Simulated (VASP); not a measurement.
MoS2, 3 atoms in the cell. The structure is trigonal, space group R-3m (No. 166). The conventional cell has a = 3.193 Å, b = 3.193 Å, c = 18.232 Å, α = 90.00°, β = 90.00°, γ = 120.00°. Mo (site symmetry -3m) has 6 S at 2.42 Å and 6 Mo at 3.19 Å within 3.2 Å. Within 3.2 Å of S (site symmetry 3m) lie 3 Mo at 2.42 Å and 6 S at 3.19 Å. 

- Program: VASP 6.6.1
- Task: single point
- Functional: PBE-based global hybrid
- Potentials or basis: VASP PAW PBE potentials, release 64 (Mo_sv, S)
- Cutoff: 520 eV
- k mesh: 4 × 4 × 4
- Occupations: fermi-dirac, width 0.02 eV
- Spin: no spin polarisation
- Dipole correction: no
- Grid for exact exchange (PRECFOCK): Normal
- Share of exact exchange: 0.1
- Further INCAR settings: ALGO = Normal; EDIFF = 1e-06; NBANDS = 20

Potentials or basis: VASP PAW PBE potentials, release 64 (Mo_sv, S).

The run is started by

```bash
$ cat potpaw_PBE.64/Mo_sv/POTCAR potpaw_PBE.64/S/POTCAR > POTCAR
$ cp INCAR.step1 INCAR
$ mpirun -np 1 vasp_std > vasp.out
$ cp INCAR.step2 INCAR
$ mpirun -np 1 vasp_std > vasp.out
```

Hardware: 1 thread of Intel(R) Xeon(R) Platinum 8488C (Sapphire Rapids) (shared host).

Problem. Estimate the wall time of this run.

Solution. Wall time 52 min on 1 thread of Intel(R) Xeon(R) Platinum 8488C (Sapphire Rapids), on a shared host, peak memory 0.34 GiB. Counts: k points 13.
